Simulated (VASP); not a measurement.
A run of VASP 6.6.1:

INCAR

```
SYSTEM = In
ALGO = Normal
EDIFF = 1E-6
ENCUT = 520
GGA = PS
ISIF = 2
ISMEAR = -1
LASPH = .TRUE.
LCHARG = .FALSE.
LREAL = .FALSE.
LWAVE = .FALSE.
NBANDS = 12
NELM = 80
PREC = Accurate
SIGMA = 0.1
```

Contents of KPOINTS:

```
k-points
0
G
  10 10 10
  0 0 0
```

POSCAR

```
In
1.0
   -1.8825250000      1.8825250000      1.8825250000
    1.8825250000     -1.8825250000      1.8825250000
    1.8825250000      1.8825250000     -1.8825250000
In
1
Direct
    0.0000000000      0.0000000000      0.0000000000
```

Potentials or basis: VASP PAW PBE potentials, release 64 (In_d).

Command:

```bash
$ cat potpaw_PBE.64/In_d/POTCAR > POTCAR
$ mpirun -np 1 vasp_std > vasp.out
```

Hardware: 1 thread of Intel(R) Xeon(R) 6975P-C (Granite Rapids), with other jobs on the host.

Question: Estimate the wall time of this run.

Answer: Run time: 5.2 s on 1 thread of Intel(R) Xeon(R) 6975P-C (Granite Rapids), with other jobs on the host, peak memory 0.14 GiB. Counts: scf iterations 10, k points 47.
